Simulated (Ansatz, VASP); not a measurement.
Two plane-wave programs on TiB5

```
CELL_PARAMETERS angstrom
4.16488 0.00000 0.00000
-2.08244 3.60690 0.00000
0.00000 0.00000 2.88696
ATOMIC_POSITIONS crystal
Ti 0.00000 0.00000 0.00000
B 0.33333 0.66667 0.00000
B 0.66667 0.33333 0.00000
B 0.50000 0.00000 0.50000
B 0.50000 0.50000 0.50000
B 0.00000 0.50000 0.50000
```

Change from the starting cell: species swapped into the YCo5 type (P6/mmm, No. 191).

Alike in both runs: functional PBE; k mesh 6 × 6 × 6; occupations gaussian, width 0.1 eV; no spin polarisation.

Ansatz relaxed the structure, and its values are those at the end. VASP's run is a single point on that final structure, the one shown.

```csv
,VASP,Ansatz
version,VASP 6.6.1,Ansatz 0.2.0
potentials or method,"VASP PAW PBE potentials, release 64 (Ti_sv, B), cutoff 520 eV","scalar-relativistic, plane waves, PAW"
valence electrons in the cell,27,27
```

```tsv
	VASP	Ansatz	Ansatz less VASP
gap on the k mesh at the Fermi level (eV)	none	none	-
pressure (GPa)	-0.2	-0.2	0.00
```

A gap of «none» marks a metal or a gap that the smearing closes. The functional is the same, so the differences come from potentials, cutoffs and numerics.

The k mesh is coarse, so the values compare programs but aren't converged.
